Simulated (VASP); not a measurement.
Input of a VASP 6.6.1 run:

File INCAR:

```
SYSTEM = Fe
  PREC = Accurate
  ENCUT = 600
  EDIFF = 1E-6
  ISMEAR = -1
  SIGMA = 0.1
  LREAL = .FALSE.
  LASPH = .TRUE.
  NELM = 120
  ALGO = Normal
  ISIF = 2
  LWAVE = .FALSE.
  LCHARG = .FALSE.
  GGA = PE
  ISYM = 0
  NBANDS = 15
  GGA_COMPAT = .FALSE.
```

Contents of KPOINTS:

```
Automatic mesh
0
G
  13 13 7
  0 0 0
```

File POSCAR:

```
Fe
1.0
    0.0000000000      1.7450000000      1.7450000000
    1.7450000000      0.0000000000      1.7450000000
    3.4900000000      3.4900000000      0.0000000000
Fe
2
Direct
    0.0000000000      0.0000000000      0.0000000000
    0.0000000000      0.0000000000      0.5000000000
```

Potentials or basis: VASP PAW PBE potentials, release 64 (Fe).

Command:

```bash
$ cat potpaw_PBE.64/Fe/POTCAR > POTCAR
$ mpirun -np 1 vasp_std > vasp.out
```

Task: Estimate the band gap on the k mesh.

Result: Zero (bands 8 and 9 overlap by 1.50 eV).

Task: Predict the pressure.

Result: -9.3 GPa.

Caveat: the cell stands under tension; the run has no spin polarisation, though such a crystal can be magnetic. Spin polarisation is off, so any magnetic state and its effect on volume and gap are missing.
